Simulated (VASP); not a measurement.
## ZrAg2N2: single point with PBE

ZrAg2N2:

```
Zr Ag N
1.0
     3.31462    0.00000    0.00000
    -1.65731    2.87054    0.00000
     0.00000    0.00000    7.44885
Zr Ag N
1 2 2
Direct
  0.00000 0.00000 0.00000
  0.66667 0.33333 0.35603
  0.33333 0.66667 0.64397
  0.66667 0.33333 0.85125
  0.33333 0.66667 0.14875
```

```json
{"Program": "VASP 6.6.1", "Task": "single point", "Functional": "PBE", "Potentials or basis": "VASP PAW PBE potentials, release 64 (Zr_sv, Ag, N)", "Cutoff": "520 eV", "k mesh": "12 × 12 × 6", "Occupations": "fermi-dirac, width 0.15 eV", "Spin": "no spin polarisation", "Dipole correction": "no", "Further INCAR settings": "ALGO = Normal; EDIFF = 1e-06; NBANDS = 30"}
```

The pressure is 0.0 GPa, the largest force is 0.024 eV/Å and the band gap on the k mesh is zero (bands 22 and 23 overlap by 0.44 eV).

Forces in eV/Å, atoms in the order of the input:
```
Zr   0.000  0.000  0.000
Ag   0.000  0.000 -0.001
Ag   0.000  0.000  0.001
N    0.000  0.000 -0.024
N    0.000  0.000  0.024
```

Stress tensor (GPa, compression positive):
```
 0.06  0.00  0.00
 0.00  0.06  0.00
 0.00  0.00 -0.03
```

Levels at points of the mesh, in eV from the Fermi level:
```csv
k point,band 20,band 21,band 22,band 23,band 24,band 25
"(0.00, 0.00, 0.00)",-2.23,-1.95,-0.04,-0.04,2.80,2.80
"(0.50, 0.00, 0.00)",-1.64,-1.04,-0.76,2.37,2.69,3.33
"(0.00, 0.00, 0.50)",-2.60,-0.26,0.03,0.03,2.84,2.84
"(0.50, 0.00, 0.50)",-1.54,-1.28,-0.38,2.23,2.78,2.79
```

It took 4 min on 1 thread of Intel Xeon 8259CL (shared host), peak memory 0.34 GiB.
